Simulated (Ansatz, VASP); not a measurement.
## Co: VASP beside Ansatz

```
Co
1.0
     2.48736    0.00000    0.00000
    -1.24368    2.15412    0.00000
     0.00000    0.00000    4.06329
Co
2
Direct
  0.33333 0.66667 0.74014
  0.66667 0.33333 0.25986
```

Alike in both runs: task single point; functional PBE; k mesh 10 × 10 × 6; occupations fermi-dirac, width 0.05 eV; collinear spin; fixed moment 6 μB.

```csv
,VASP,Ansatz
version,VASP 6.6.1,Ansatz 0.2.0
potentials or method,"VASP PAW PBE potentials, release 64 (Co_sv)",Ansatz PAW
plane-wave cutoff (eV),690,420
valence electrons in the cell,34,34
```

|  | VASP | Ansatz | Ansatz less VASP |
| --- | --- | --- | --- |
| rms of the force components (eV/Å) | 0.671 | 0.674 | +0.0033 |
| net moment per atom (μB) | 3.00 | 3.00 | 0.000 |
| size of the moment on the site where the two differ most (μB) | 2.67 | 2.76 | +0.092 |

Site moments also hang on the region over which each program counts them. Atom by atom the forces differ by 0.003 eV/Å (rms over components). The functional is the same, so the differences come from potentials, cutoffs and numerics.
